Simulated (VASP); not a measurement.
# NaF (P4/mmm) in VASP: single point with HSE06

Aim: the single point of NaF with HSE06.

Program: VASP 6.6.1. These are calculated values, not measurements. Logs are shortened: lines on timing, memory, paths and dates and some standing lists are left out, and cuts for length are marked.

**1. The cell of the first run**

The structure is tetragonal, space group P4/mmm (No. 123). Conventional cell: a = 2.793 Å, b = 2.793 Å, c = 2.648 Å, α = 90.00°, β = 90.00°, γ = 90.00°. Na (site symmetry 4/mmm) has 8 F at 2.38 Å and 6 Na at 2.65 to 2.79 Å within 3.1 Å. F (site symmetry 4/mmm) has 8 Na at 2.38 Å and 6 F at 2.65 to 2.79 Å within 3.1 Å.

**2. Single point, HSE06 (uniaxial x strain -5.2%)**

Input file POSCAR:

```
NaF
1.0
    2.6479446205      0.0000000000      0.0000000000
    0.0000000000      2.7934851994      0.0000000000
    0.0000000000      0.0000000000      2.7934851994
Na F
1 1
Direct
    0.0000000000      0.0000000000      0.0000000000
    0.5000000000      0.5000000000      0.5000000000
```

Input file INCAR.step1:

```
  ALGO = Normal
  EDIFF = 1E-5
  ENCUT = 520
  GGA = PE
  ISIF = 2
  ISMEAR = 0
  LASPH = T
  LCHARG = F
  LREAL = F
  LWAVE = T
  NBANDS = 14
  NELM = 60
  PREC = Accurate
  SIGMA = 0.01
```

Input file INCAR.step2:

```
  ALGO = Normal
  EDIFF = 1E-6
  ENCUT = 520
  GGA = PE
  HFSCREEN = 0.2079
  ISIF = 2
  ISMEAR = 0
  ISTART = 1
  LASPH = T
  LCHARG = F
  LHFCALC = T
  LREAL = F
  LWAVE = F
  NBANDS = 14
  NELM = 60
  PREC = Accurate
  PRECFOCK = Normal
  SIGMA = 0.01
```

Input file KPOINTS:

```
k-points
0
Gamma
  6 6 6
```

Potentials or basis: VASP PAW PBE potentials, release 64 (Na_pv, F).

Command:

```sh
$ cat potpaw_PBE.64/Na_pv/POTCAR potpaw_PBE.64/F/POTCAR > POTCAR
$ cp INCAR.step1 INCAR
$ mpirun -np 1 vasp_std > vasp.out
$ cp INCAR.step2 INCAR
$ mpirun -np 1 vasp_std > vasp.out
```

OUTCAR:

```text
EDIFF = 1E-6
   ENCUT = 520
   GGA = PE
   HFSCREEN = 0.2079
   ISIF = 2
   ISMEAR = 0
   ISTART = 1
   LASPH = T
   LHFCALC = T
   LREAL = F
   NELM = 60
   PREC = Accurate
   PRECFOCK = Normal

 ion  position               nearest neighbor table
   1  0.000  0.000  0.000-
   2  0.500  0.500  0.500-

  LATTYP: Found a simple tetragonal cell.
 ALAT       =     2.7934851994
 C/A-ratio  =     0.9479000000

  Lattice vectors:

 A1 = (   0.0000000000,   2.7934851994,   0.0000000000)
 A2 = (   0.0000000000,   0.0000000000,   2.7934851994)
 A3 = (   2.6479446205,   0.0000000000,   0.0000000000)

Analysis of symmetry for initial positions (statically):
=====================================================================
 Subroutine PRICEL returns:
 Original cell was already a primitive cell.

 Routine SETGRP: Setting up the symmetry group for a
 simple tetragonal supercell.

 Subroutine GETGRP returns: Found 16 space group operations
 (whereof 16 operations were pure point group operations)
 out of a pool of 16 trial point group operations.

The static configuration has the point symmetry D_4h.

Analysis of symmetry for dynamics (positions and initial velocities):
=====================================================================
 Subroutine PRICEL returns:
 Original cell was already a primitive cell.

 Routine SETGRP: Setting up the symmetry group for a
 simple tetragonal supercell.

 Subroutine GETGRP returns: Found 16 space group operations
 (whereof 16 operations were pure point group operations)
 out of a pool of 16 trial point group operations.

The dynamic configuration has the point symmetry D_4h.

 Subroutine INISYM returns: Found 16 space group operations
 (whereof 16 operations are pure point group operations),
 and found     1 'primitive' translations

----------------------------------------------------------------------------------------

                                     Primitive cell

  volume of cell :      20.6634

  direct lattice vectors                    reciprocal lattice vectors
     2.647944621  0.000000000  0.000000000     0.377651403  0.000000000  0.000000000
     0.000000000  2.793485199  0.000000000     0.000000000  0.357975765  0.000000000
     0.000000000  0.000000000  2.793485199     0.000000000  0.000000000  0.357975765

  length of vectors
     2.647944621  2.793485199  2.793485199     0.377651403  0.357975765  0.357975765

  position of ions in fractional coordinates (direct lattice)
     0.000000000  0.000000000  0.000000000
     0.500000000  0.500000000  0.500000000

  ion indices of the primitive-cell ions
   primitive index   ion index
                 1           1
                 2           2

----------------------------------------------------------------------------------------

 KPOINTS: k-points

Automatic generation of k-mesh.
 Grid dimensions read from file:
 generate k-points for:    6    6    6

 Generating k-lattice:

  Cartesian coordinates                     Fractional coordinates (reciprocal lattice)
     0.062941900  0.000000000  0.000000000     0.166666667  0.000000000  0.000000000
     0.000000000  0.059662627  0.000000000     0.000000000  0.166666667  0.000000000
     0.000000000  0.000000000  0.059662627     0.000000000  0.000000000  0.166666667

  Length of vectors
     0.062941900  0.059662627  0.059662627

  Shift w.r.t. Gamma in fractional coordinates (k-lattice)
     0.000000000  0.000000000  0.000000000

 Subroutine IBZKPT returns following result:
 ===========================================

 Found     40 irreducible k-points:

 Following reciprocal coordinates:
            Coordinates               Weight
  0.000000  0.000000  0.000000      1.000000
  0.166667  0.000000  0.000000      2.000000
  0.333333  0.000000  0.000000      2.000000
  0.500000  0.000000  0.000000      1.000000
  0.000000  0.166667  0.000000      4.000000
  0.166667  0.166667  0.000000      8.000000
[... 16 lines left out ...]
  0.333333  0.333333  0.166667     16.000000
  0.500000  0.333333  0.166667      8.000000
 [... further k-points ...]
   k-points           NKPTS =     40   k-points in BZ     NKDIM =    216   number of bands    NBANDS=     14
   number of dos      NEDOS =    301   number of ions     NIONS =      2
   total plane-waves  NPLWV =  11520
   dimension x,y,z NGX =    20 NGY =   24 NGZ =   24
   dimension x,y,z NGXF=    40 NGYF=   48 NGZF=   48
   ions per type =               1   1
   NGX,Y,Z   is equivalent  to a cutoff of  12.56, 14.28, 14.28 a.u.
   NGXF,Y,Z  is equivalent  to a cutoff of  25.11, 28.57, 28.57 a.u.
 SYSTEM =  unknown system
   PREC   = accura    normal or accurate (medium, high low for compatibility)
   ISTART =      1    job   : 0-new  1-cont  2-samecut
   ICHARG =      0    charge: 1-file 2-atom 10-const
   ISPIN  =      1    spin polarized calculation?
   LNONCOLLINEAR =      F non collinear calculations
   LSORBIT =      F    spin-orbit coupling
   LASPH  =      T    aspherical Exc in radial PAW
   ENCUT  =  520.0 eV  38.22 Ry    6.18 a.u.   4.92  5.19  5.19*2*pi/ulx,y,z
   NELM   =     60;   NELMIN=  2; NELMDL=  0     # of ELM steps
   EDIFF  = 0.1E-05   stopping-criterion for ELM
   LREAL  =      F    real-space projection
   EDIFFG = 0.1E-04   stopping-criterion for IOM
   NSW    =      0    number of steps for IOM
   IBRION =     -1    ionic relax: 0-MD 1-quasi-New 2-CG
   NFREE  =      0    steps in history (QN), initial steepest desc. (CG)
   ISIF   =      2    stress and relaxation
   ISYM   =      3    0-nonsym 1-usesym 2-fastsym
   POTIM  = 0.5000    time-step for ionic-motion
   TEBEG  =    0.0;   TEEND  =   0.0 temperature during run
   PSTRESS=    0.0 pullay stress
   NELECT =      14.0000    total number of electrons
   NUPDOWN=      -1.0000    fix difference up-down
   EMIN   =  10.00;   EMAX   =-10.00  energy-range for DOS
   EFERMI =   0.00;   METHOD = LEGACY
   ISMEAR =     0;   SIGMA  =   0.01  broadening in eV -4-tet -1-fermi 0-gaus
   EFERMI_NEDOS =   21; number of points for ismear=-14 and -15
   IALGO  =     38    algorithm
   IMIX   =      1    mixing-type and parameters
     AMIX     =   0.40;   BMIX     =  1.00
     AMIX_MAG =   1.60;   BMIX_MAG =  1.00
  volume/ion in A,a.u.               =      10.33        69.72
  Fermi-wavevector in a.u.,A,eV,Ry     =   1.437861  2.717164 28.129294  2.067445
  Thomas-Fermi vector in A             =   2.556892
   LORBIT       =      0    0 simple, 1 ext, 2 COOP (PROOUT), +10 PAW based schemes
   GGA     = PE    functional components
   LHFCALC =     T    Hartree Fock is set to
   PRECFOCK=normal    Normal, Fast or Accurate (Low or Medium for compatibility)
   ENCUT4O =  -1.0   cutoff for four orbital integrals eV
   NKREDX  =     1    reduce k-point grid by
   NKREDY  =     1    reduce k-point grid by
   NKREDZ  =     1    reduce k-point grid by
   AEXX    =    0.2500 exact exchange contribution
   HFSCREEN=    0.2079 screening length (either q_TF or 0.3 A-1)
   HFSCREENC=   0.2079 screening length for correlation (either q_TF or 0.3 A-1)
   ENCUTFOCK=  -1.0 apply spherical cutoff to Coloumb kernel
   IVDW    =     0    specifies the selected vdW correction
   LEPSILON=     F    determine dielectric tensor
   LRPA    =     F    only Hartree local field effects (RPA)
 non-spin polarized calculation
 Gauss-broadening in eV      SIGMA  =   0.01
  energy-cutoff  :      520.00
  volume of cell :       20.66
 maximum number of plane-waves:       570
 NGX is ok and might be reduce to    20
  NGX = 16; NGY = 16; NGZ = 16

 number of electron      14.0000000 magnetization

 Free energy of the ion-electron system (eV)
  ---------------------------------------------------
  ext. energy  EPLUGINS =         0.00000000
  ---------------------------------------------------
  free energy    TOTEN  =        -9.93763149 eV

  energy without entropy =       -9.93763149  energy(sigma->0) =       -9.93763149

 E-fermi :  -1.6249     XC(G=0):  -8.3313

 val. band max:       -1.7439291662   @ k =   0.0000   0.5000   0.5000
 cond. band min:       6.7045104196   @ k =   0.0000   0.0000   0.0000
 fundamental gap:      8.4484395858
 Fermi energy:        -1.6248968034

 k-point     1 :       0.0000    0.0000    0.0000
  band No.  band energies     occupation
      1     -23.6050      2.00000
      2     -23.3927      2.00000
      3     -23.3927      2.00000
      4     -23.3585      2.00000
      5      -2.4589      2.00000
      6      -2.4589      2.00000
      7      -2.0479      2.00000
      8       6.7045      0.00000
      9      15.8717      0.00000
     10      17.0084      0.00000
     11      25.1347      0.00000
     12      25.1347      0.00000
     13      26.9460      0.00000
     14      31.8139      0.00000

 k-point     2 :       0.1667    0.0000    0.0000
  band No.  band energies     occupation
      1     -23.9236      2.00000
      2     -23.3804      2.00000
      3     -23.3804      2.00000
      4     -23.0187      2.00000
      5      -2.8910      2.00000
      6      -2.4096      2.00000
      7      -2.4096      2.00000
      8       7.6554      0.00000
      9      16.4737      0.00000
     10      16.7124      0.00000
     11      25.0137      0.00000
     12      25.0137      0.00000
     13      27.6280      0.00000
     14      30.6705      0.00000
[... 343 lines left out ...]
      1     -23.8870      2.00000
      2     -23.5842      2.00000
      3     -23.4047      2.00000
      4     -22.6979      2.00000
      5      -3.8438      2.00000
      6      -3.6158      2.00000
      7      -2.6526      2.00000
      8      12.2350      0.00000
      9      15.8134      0.00000
     10      16.5227      0.00000
     11      20.5309      0.00000
     12      22.1130      0.00000
     13      23.7107      0.00000
     14      30.7303      0.00000

 k-point    24 :       0.5000    0.3333    0.1667
  band No.  band energies     occupation
      1     -23.8870      2.00000
      2     -23.5329      2.00000
      3     -23.3869      2.00000
      4     -22.7487      2.00000
      5      -4.2854      2.00000
      6      -3.5236      2.00000
      7      -2.5656      2.00000
      8      13.4553      0.00000
      9      14.6443      0.00000
     10      16.8606      0.00000
     11      19.1647      0.00000
     12      22.5698      0.00000
     13      23.2191      0.00000
     14      30.6019      0.00000

 [... further k-points ...]

------------------------ aborting loop because EDIFF is reached ----------------------------------------

  FORCE on cell =-STRESS in cart. coord.  units (eV):
  Direction    XX          YY          ZZ          XY          YZ          ZX
  --------------------------------------------------------------------------------------
  -------------------------------------------------------------------------------------
  Total        1.6090553      0.3136589      0.3136589     -0.0000000      0.0000000     -0.0000000
  in kB      124.7613026     24.3201684     24.3201684     -0.0000000      0.0000000     -0.0000000
  external PRESSURE =      57.8005465 kB  Pullay stress =       0.0000000 kB

 VOLUME and BASIS-vectors are now :
 -----------------------------------------------------------------------------
  energy-cutoff  :      520.00
  volume of cell :       20.66
      direct lattice vectors                 reciprocal lattice vectors
     2.647944621  0.000000000  0.000000000     0.377651403  0.000000000  0.000000000
     0.000000000  2.793485199  0.000000000     0.000000000  0.357975765  0.000000000
     0.000000000  0.000000000  2.793485199     0.000000000  0.000000000  0.357975765

 POSITION                                       TOTAL-FORCE (eV/Angst)
 -----------------------------------------------------------------------------------
      0.00000      0.00000      0.00000         0.000000      0.000000      0.000000
      1.32397      1.39674      1.39674         0.000000      0.000000      0.000000
 -----------------------------------------------------------------------------------
    total drift:                                0.000000     -0.000000     -0.000000

  FREE ENERGIE OF THE ION-ELECTRON SYSTEM (eV)
  ---------------------------------------------------
  free  energy   TOTEN  =        -9.9376314924 eV

  energy  without entropy=       -9.9376314924  energy(sigma->0) =       -9.93763149
```

It took 37 min on 1 thread of Intel Xeon 8259CL, shared host; peak memory 0.24 GiB.

Results:

- Free energy: -9.9376 eV
- Pressure: 5.8 GPa
- Band gap on the k mesh: 8.45 eV (least direct gap 8.75 eV)

Caveat: the cell differs from its parent crystal (uniaxial x strain -5.2%); the stress differs along the axes, from 2 to 12 GPa; the structure was generated, so it needn't be the stable form of NaF; the PAW data sets were made with another functional, which shifts forces and pressure a little. A k mesh can miss the band edges.
